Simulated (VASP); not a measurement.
# Os (Fm-3m) in VASP: a series of runs

Runs on Os. Level: PBE. Tasks: single point.

Everything below comes from runs of VASP 6.6.1. Logs are shortened: lines on timing, memory, paths and dates and some standing lists are left out, and cuts for length are marked.

### 1 The cell of the first run

The structure is cubic, space group Fm-3m (No. 225). The conventional cell has a = 3.851 Å, b = 3.851 Å, c = 3.851 Å, α = 90.00°, β = 90.00°, γ = 90.00°. Within 3.6 Å of Os (site symmetry m-3m) lie 12 Os at 2.72 Å.

This isn't the form of Os at room conditions, which is hcp.

### 2 Single point, PBE (14.27 Å³/atom)

INCAR

```
PREC = Accurate
ENCUT = 520
EDIFF = 1E-6
ISMEAR = -1
SIGMA = 0.03
LREAL = False
LASPH = True
NELM = 80
ALGO = Normal
ISIF = 2
LWAVE = False
LCHARG = False
GGA = PE
NBANDS = 10
```

KPOINTS

```
regular mesh
0
Gamma
  14 14 14
```

POSCAR

```
Os
1.0
    0.0000000000      1.9253521920      1.9253521920
    1.9253521920      0.0000000000      1.9253521920
    1.9253521920      1.9253521920      0.0000000000
Os
1
Direct
    0.0000000000      0.0000000000      0.0000000000
```

Potentials or basis: VASP PAW PBE potentials, release 64 (Os).

On the command line:

```
> cat potpaw_PBE.64/Os/POTCAR > POTCAR
> mpirun -np 1 vasp_std > vasp.out
```

OUTCAR:

```text
PREC = Accurate
   ENCUT = 520
   EDIFF = 1E-6
   ISMEAR = -1
   LREAL = False
   LASPH = True
   NELM = 80
   ISIF = 2
   GGA = PE

 ion  position               nearest neighbor table
   1  0.000  0.000  0.000-

  LATTYP: Found a face centered cubic cell.
 ALAT       =     3.8507043840

  Lattice vectors:

 A1 = (   0.0000000000,   1.9253521920,   1.9253521920)
 A2 = (   1.9253521920,   0.0000000000,   1.9253521920)
 A3 = (   1.9253521920,   1.9253521920,   0.0000000000)

Analysis of symmetry for initial positions (statically):
=====================================================================
 Subroutine PRICEL returns:
 Original cell was already a primitive cell.

 Routine SETGRP: Setting up the symmetry group for a
 face centered cubic supercell.

 Subroutine GETGRP returns: Found 48 space group operations
 (whereof 48 operations were pure point group operations)
 out of a pool of 48 trial point group operations.

The static configuration has the point symmetry O_h .

Analysis of symmetry for dynamics (positions and initial velocities):
=====================================================================
 Subroutine PRICEL returns:
 Original cell was already a primitive cell.

 Routine SETGRP: Setting up the symmetry group for a
 face centered cubic supercell.

 Subroutine GETGRP returns: Found 48 space group operations
 (whereof 48 operations were pure point group operations)
 out of a pool of 48 trial point group operations.

The dynamic configuration has the point symmetry O_h .

 Subroutine INISYM returns: Found 48 space group operations
 (whereof 48 operations are pure point group operations),
 and found     1 'primitive' translations

----------------------------------------------------------------------------------------

                                     Primitive cell

  volume of cell :      14.2745

  direct lattice vectors                    reciprocal lattice vectors
     0.000000000  1.925352192  1.925352192    -0.259692747  0.259692747  0.259692747
     1.925352192  0.000000000  1.925352192     0.259692747 -0.259692747  0.259692747
     1.925352192  1.925352192  0.000000000     0.259692747  0.259692747 -0.259692747

  length of vectors
     2.722859182  2.722859182  2.722859182     0.449801032  0.449801032  0.449801032

  position of ions in fractional coordinates (direct lattice)
     0.000000000  0.000000000  0.000000000

  ion indices of the primitive-cell ions
   primitive index   ion index
                 1           1

----------------------------------------------------------------------------------------

 KPOINTS: regular mesh

Automatic generation of k-mesh.
 Grid dimensions read from file:
 generate k-points for:   14   14   14

 Generating k-lattice:

  Cartesian coordinates                     Fractional coordinates (reciprocal lattice)
    -0.018549482  0.018549482  0.018549482     0.071428571  0.000000000  0.000000000
     0.018549482 -0.018549482  0.018549482     0.000000000  0.071428571  0.000000000
     0.018549482  0.018549482 -0.018549482     0.000000000  0.000000000  0.071428571

  Length of vectors
     0.032128645  0.032128645  0.032128645

  Shift w.r.t. Gamma in fractional coordinates (k-lattice)
     0.000000000  0.000000000  0.000000000

 Subroutine IBZKPT returns following result:
 ===========================================

 Found    104 irreducible k-points:

 Following reciprocal coordinates:
            Coordinates               Weight
  0.000000  0.000000  0.000000      1.000000
  0.071429  0.000000  0.000000      8.000000
  0.142857  0.000000  0.000000      8.000000
  0.214286  0.000000  0.000000      8.000000
  0.285714  0.000000  0.000000      8.000000
  0.357143  0.000000  0.000000      8.000000
[... 16 lines left out ...]
  0.214286  0.142857  0.000000     24.000000
  0.285714  0.142857  0.000000     24.000000
 [... further k-points ...]
   k-points           NKPTS =    104   k-points in BZ     NKDIM =    104   number of bands    NBANDS=     10
   number of dos      NEDOS =    301   number of ions     NIONS =      1
   total plane-waves  NPLWV =   8000
   dimension x,y,z NGX =    20 NGY =   20 NGZ =   20
   dimension x,y,z NGXF=    40 NGYF=   40 NGZF=   40
   ions per type =               1
   NGX,Y,Z   is equivalent  to a cutoff of  12.21, 12.21, 12.21 a.u.
   NGXF,Y,Z  is equivalent  to a cutoff of  24.42, 24.42, 24.42 a.u.
 SYSTEM =  unknown system
   PREC   = accura    normal or accurate (medium, high low for compatibility)
   ISTART =      0    job   : 0-new  1-cont  2-samecut
   ICHARG =      2    charge: 1-file 2-atom 10-const
   ISPIN  =      1    spin polarized calculation?
   LNONCOLLINEAR =      F non collinear calculations
   LSORBIT =      F    spin-orbit coupling
   LASPH  =      T    aspherical Exc in radial PAW
   ENCUT  =  520.0 eV  38.22 Ry    6.18 a.u.   5.06  5.06  5.06*2*pi/ulx,y,z
   NELM   =     80;   NELMIN=  2; NELMDL= -5     # of ELM steps
   EDIFF  = 0.1E-05   stopping-criterion for ELM
   LREAL  =      F    real-space projection
   EDIFFG = 0.1E-04   stopping-criterion for IOM
   NSW    =      0    number of steps for IOM
   IBRION =     -1    ionic relax: 0-MD 1-quasi-New 2-CG
   NFREE  =      0    steps in history (QN), initial steepest desc. (CG)
   ISIF   =      2    stress and relaxation
   ISYM   =      2    0-nonsym 1-usesym 2-fastsym
   POTIM  = 0.5000    time-step for ionic-motion
   TEBEG  =    0.0;   TEEND  =   0.0 temperature during run
   PSTRESS=    0.0 pullay stress
   NELECT =       8.0000    total number of electrons
   NUPDOWN=      -1.0000    fix difference up-down
   EMIN   =  10.00;   EMAX   =-10.00  energy-range for DOS
   EFERMI =   0.00;   METHOD = LEGACY
   ISMEAR =    -1;   SIGMA  =   0.03  broadening in eV -4-tet -1-fermi 0-gaus
   EFERMI_NEDOS =   21; number of points for ismear=-14 and -15
   IALGO  =     38    algorithm
   IMIX   =      4    mixing-type and parameters
     AMIX     =   0.40;   BMIX     =  1.00
     AMIX_MAG =   1.60;   BMIX_MAG =  1.00
  volume/ion in A,a.u.               =      14.27        96.33
  Fermi-wavevector in a.u.,A,eV,Ry     =   1.349744  2.550646 24.787204  1.821808
  Thomas-Fermi vector in A             =   2.477305
   LORBIT       =      0    0 simple, 1 ext, 2 COOP (PROOUT), +10 PAW based schemes
   GGA     = PE    functional components
   LHFCALC =     F    Hartree Fock is set to
   AEXX    =    0.0000 exact exchange contribution
   IVDW    =     0    specifies the selected vdW correction
   LEPSILON=     F    determine dielectric tensor
   LRPA    =     F    only Hartree local field effects (RPA)
 non-spin polarized calculation
  energy-cutoff  :      520.00
  volume of cell :       14.27
 maximum number of plane-waves:       393
   NGX = 11   NGY = 11   NGZ = 11

 number of electron       8.0000000 magnetization

 Free energy of the ion-electron system (eV)
  ---------------------------------------------------
  ext. energy  EPLUGINS =         0.00000000
  ---------------------------------------------------
  free energy    TOTEN  =       -11.10383364 eV

  energy without entropy =      -11.09927716  energy(sigma->0) =      -11.10155540

 E-fermi :   9.0000     XC(G=0): -13.9407

 val. band max:        8.9870390096   @ k =  -0.3571   0.3571   0.0000
 cond. band min:       9.0018607915   @ k =  -0.4286   0.3571   0.1429
 fundamental gap:      0.0148217819
 Fermi energy:         8.9999881931

 k-point     1 :       0.0000    0.0000    0.0000
  band No.  band energies     occupation
      1      -1.5977      2.00000
      2       6.1299      2.00000
      3       6.1299      2.00000
      4       6.1299      2.00000
      5       9.0857      0.10863
      6       9.0857      0.10863
      7      23.3149      0.00000
      8      29.0109      0.00000
      9      29.0109      0.00000
     10      29.0109      0.00000

 k-point     2 :       0.0714    0.0000    0.0000
  band No.  band energies     occupation
      1      -1.3644      2.00000
      2       5.9906      2.00000
      3       6.2349      2.00000
      4       6.2349      2.00000
      5       9.0114      0.81152
      6       9.0114      0.81152
      7      23.7461      0.00000
      8      27.8747      0.00000
      9      29.4229      0.00000
     10      29.4229      0.00000

 k-point     3 :       0.1429    0.0000    0.0000
  band No.  band energies     occupation
      1      -0.7081      2.00000
      2       5.6711      2.00000
      3       6.4778      2.00000
      4       6.4778      2.00000
      5       8.8915      1.94767
      6       8.8915      1.94767
      7      24.8041      0.00000
      8      26.0654      0.00000
      9      30.6016      0.00000
     10      30.6016      0.00000

 k-point     4 :       0.2143    0.0000    0.0000
  band No.  band energies     occupation
      1       0.2119      2.00000
      2       5.4362      2.00000
      3       6.6250      2.00000
      4       6.6250      2.00000
      5       9.0205      0.67057
      6       9.0205      0.67057
      7      23.9905      0.00000
      8      26.3138      0.00000
      9      32.3824      0.00000
     10      32.3824      0.00000
[... 222 lines left out ...]
 k-point    22 :       0.1429    0.1429    0.0000
  band No.  band energies     occupation
      1      -0.4032      2.00000
      2       5.2012      2.00000
      3       6.8597      2.00000
      4       6.8597      2.00000
      5       7.9892      2.00000
      6       9.4662      0.00000
      7      25.5061      0.00000
      8      27.3454      0.00000
      9      29.4425      0.00000
     10      29.4425      0.00000

 k-point    23 :       0.2143    0.1429    0.0000
  band No.  band energies     occupation
      1       0.3175      2.00000
      2       4.8197      2.00000
      3       6.9687      2.00000
      4       7.1998      2.00000
      5       7.9013      2.00000
      6       9.6824      0.00000
      7      26.2096      0.00000
      8      26.7577      0.00000
      9      29.6609      0.00000
     10      30.2073      0.00000

 k-point    24 :       0.2857    0.1429    0.0000
  band No.  band energies     occupation
      1       1.2206      2.00000
      2       4.6086      2.00000
      3       6.4674      2.00000
      4       7.3252      2.00000
      5       8.7552      1.99943
      6      10.1281      0.00000
      7      24.4856      0.00000
      8      27.5069      0.00000
      9      29.8173      0.00000
     10      30.5339      0.00000

 [... further k-points ...]

------------------------ aborting loop because EDIFF is reached ----------------------------------------

  FORCE on cell =-STRESS in cart. coord.  units (eV):
  Direction    XX          YY          ZZ          XY          YZ          ZX
  --------------------------------------------------------------------------------------
  -------------------------------------------------------------------------------------
  Total        0.1586252      0.1586252      0.1586252      0.0000000      0.0000000      0.0000000
  in kB       17.8041946     17.8041946     17.8041946      0.0000000      0.0000000      0.0000000
  external PRESSURE =      17.8041946 kB  Pullay stress =       0.0000000 kB

 VOLUME and BASIS-vectors are now :
 -----------------------------------------------------------------------------
  energy-cutoff  :      520.00
  volume of cell :       14.27
      direct lattice vectors                 reciprocal lattice vectors
     0.000000000  1.925352192  1.925352192    -0.259692747  0.259692747  0.259692747
     1.925352192  0.000000000  1.925352192     0.259692747 -0.259692747  0.259692747
     1.925352192  1.925352192  0.000000000     0.259692747  0.259692747 -0.259692747

 POSITION                                       TOTAL-FORCE (eV/Angst)
 -----------------------------------------------------------------------------------
      0.00000      0.00000      0.00000         0.000000      0.000000      0.000000
 -----------------------------------------------------------------------------------
    total drift:                                0.000000     -0.000000     -0.000000

  FREE ENERGIE OF THE ION-ELECTRON SYSTEM (eV)
  ---------------------------------------------------
  free  energy   TOTEN  =       -11.1038336369 eV

  energy  without entropy=      -11.0992771584  energy(sigma->0) =      -11.10155540
```

Run time: 16 s. Hardware: 1 thread of AMD EPYC 7R13, shared host; peak memory 0.11 GiB.

What came out:

- Free energy: -11.1038 eV
- Pressure: 1.8 GPa
- Band gap on the k mesh: zero (bands 4 and 5 overlap by 3.64 eV)

Levels at points of the mesh, in eV from the Fermi level:
```
           k point  band 1  band 2  band 3  band 4  band 5  band 6  band 7  band 8
(0.00, 0.00, 0.00)  -10.60   -2.87   -2.87   -2.87    0.09    0.09   14.31   20.01
(0.50, 0.00, 0.00)   -7.48   -3.03   -3.03   -0.17    2.43    2.43    8.81   13.84
(0.50, 0.50, 0.00)   -7.35   -6.65    2.36    2.39    3.10    3.10   12.03   12.20
```

Caveat: spin-orbit coupling is left out, which moves the levels of the heavy elements.

### 3 Single point, PBE (15.16 Å³/atom)

This run uses another cell than the first one, of 15.16 Å³/atom.

INCAR

```
SYSTEM = Os
PREC = Accurate
ENCUT = 520
EDIFF = 1E-6
ISMEAR = -1
SIGMA = 0.03
LREAL = .False.
LASPH = .True.
NELM = 100
ALGO = Normal
ISIF = 2
LWAVE = .False.
LCHARG = .False.
GGA = PE
NBANDS = 10
```

KPOINTS

```
Automatic mesh
0
Gamma
  14 14 14
  0 0 0
```

POSCAR

```
Os
1.0
    0.0000000000      1.9642586782      1.9642586782
    1.9642586782      0.0000000000      1.9642586782
    1.9642586782      1.9642586782      0.0000000000
Os
1
Direct
    0.0000000000      0.0000000000      0.0000000000
```

Potentials or basis: VASP PAW PBE potentials, release 64 (Os).

On the command line:

```
> cat potpaw_PBE.64/Os/POTCAR > POTCAR
> mpirun -np 1 vasp_std > vasp.out
```

Wall time 22 s (1 thread of AMD EPYC 7R13, shared host); peak memory 0.12 GiB.

The run converged. Its results:

```yaml
Free_energy: -11.0528 eV
Pressure: -19.3 GPa
Band_gap_on_the_k_mesh: zero (bands 4 and 5 overlap by 3.39 eV)
```

Levels at points of the mesh, in eV from the Fermi level:
```
           k point  band 1  band 2  band 3  band 4  band 5  band 6  band 7  band 8
(0.00, 0.00, 0.00)  -10.07   -2.63   -2.63   -2.63    0.06    0.06   14.33   19.68
(0.50, 0.00, 0.00)   -6.95   -2.76   -2.76   -0.14    2.19    2.19    8.06   13.85
(0.50, 0.50, 0.00)   -6.76   -6.10    2.14    2.24    2.79    2.79   11.06   11.81
```

Caveat: the cell stands under tension; spin-orbit coupling is left out, which moves the levels of the heavy elements.

### 4 Single point, PBE (15.60 Å³/atom)

This run uses another cell than the first one, of 15.60 Å³/atom.

INCAR

```
ALGO = Normal
EDIFF = 1E-6
ENCUT = 520
GGA = PE
ISIF = 2
ISMEAR = -1
LASPH = True
LCHARG = False
LREAL = False
LWAVE = False
NBANDS = 10
NELM = 60
PREC = Accurate
SIGMA = 0.03
```

KPOINTS

```
k-points
0
Gamma
  14 14 14
```

POSCAR

```
Os
1.0
    0.0000000000      1.9831469396      1.9831469396
    1.9831469396      0.0000000000      1.9831469396
    1.9831469396      1.9831469396      0.0000000000
Os
1
Direct
    0.0000000000      0.0000000000      0.0000000000
```

Potentials or basis: VASP PAW PBE potentials, release 64 (Os).

On the command line:

```
> cat potpaw_PBE.64/Os/POTCAR > POTCAR
> mpirun -np 1 vasp_std > vasp.out
```

OUTCAR:

```text
EDIFF = 1E-6
   ENCUT = 520
   GGA = PE
   ISIF = 2
   ISMEAR = -1
   LASPH = True
   LREAL = False
   NELM = 60
   PREC = Accurate

 ion  position               nearest neighbor table
   1  0.000  0.000  0.000-

  LATTYP: Found a face centered cubic cell.
 ALAT       =     3.9662938792

  Lattice vectors:

 A1 = (   0.0000000000,   1.9831469396,   1.9831469396)
 A2 = (   1.9831469396,   0.0000000000,   1.9831469396)
 A3 = (   1.9831469396,   1.9831469396,   0.0000000000)

[... 488 lines left out ...]
      9      27.3255      0.00000
     10      28.3446      0.00000

 [... further k-points ...]

------------------------ aborting loop because EDIFF is reached ----------------------------------------

  FORCE on cell =-STRESS in cart. coord.  units (eV):
  Direction    XX          YY          ZZ          XY          YZ          ZX
  --------------------------------------------------------------------------------------
  -------------------------------------------------------------------------------------
  Total       -2.6518192     -2.6518192     -2.6518192     -0.0000000      0.0000000      0.0000000
  in kB     -272.3703418   -272.3703418   -272.3703418     -0.0000000      0.0000000      0.0000000
  external PRESSURE =    -272.3703418 kB  Pullay stress =       0.0000000 kB

 VOLUME and BASIS-vectors are now :
 -----------------------------------------------------------------------------
  energy-cutoff  :      520.00
  volume of cell :       15.60
      direct lattice vectors                 reciprocal lattice vectors
     0.000000000  1.983146940  1.983146940    -0.252124535  0.252124535  0.252124535
     1.983146940  0.000000000  1.983146940     0.252124535 -0.252124535  0.252124535
     1.983146940  1.983146940  0.000000000     0.252124535  0.252124535 -0.252124535

 POSITION                                       TOTAL-FORCE (eV/Angst)
 -----------------------------------------------------------------------------------
      0.00000      0.00000      0.00000         0.000000      0.000000      0.000000
 -----------------------------------------------------------------------------------
    total drift:                               -0.000000     -0.000000      0.000000

  FREE ENERGIE OF THE ION-ELECTRON SYSTEM (eV)
  ---------------------------------------------------
  free  energy   TOTEN  =       -10.9886940365 eV

  energy  without entropy=      -10.9838762392  energy(sigma->0) =      -10.98628514
```

Run time: 24 s. Hardware: 1 thread of AMD EPYC 7R13, shared host; peak memory 0.12 GiB.

What came out:

```yaml
Free_energy: -10.9887 eV
Pressure: -27.2 GPa
Band_gap_on_the_k_mesh: zero (bands 4 and 5 overlap by 3.30 eV)
```

Caveat: the cell stands under tension; spin-orbit coupling is left out, which moves the levels of the heavy elements.

### 5 Summary

| cell | gap on the mesh (eV) | pressure (GPa) |
| --- | --- | --- |
| a = 2.723 Å, angles 60.0°, 1 atom | none | 1.8 |
| a = 2.778 Å, angles 60.0°, 1 atom | none | -19.3 |
| a = 2.805 Å, angles 60.0°, 1 atom | none | -27.2 |

Alike in all rows: task single point; level PBE; potentials or basis VASP PAW PBE potentials, release 64 (Os); no spin polarisation; k mesh 14 × 14 × 14; cutoff (eV) 520; smearing fermi-dirac 0.03 eV.

Caveats: spin-orbit coupling is left out, which moves the levels of the heavy elements; the cell stands under tension (at least some runs).

Total energies depend on the potentials used, so only differences within one code and one set of settings carry meaning.
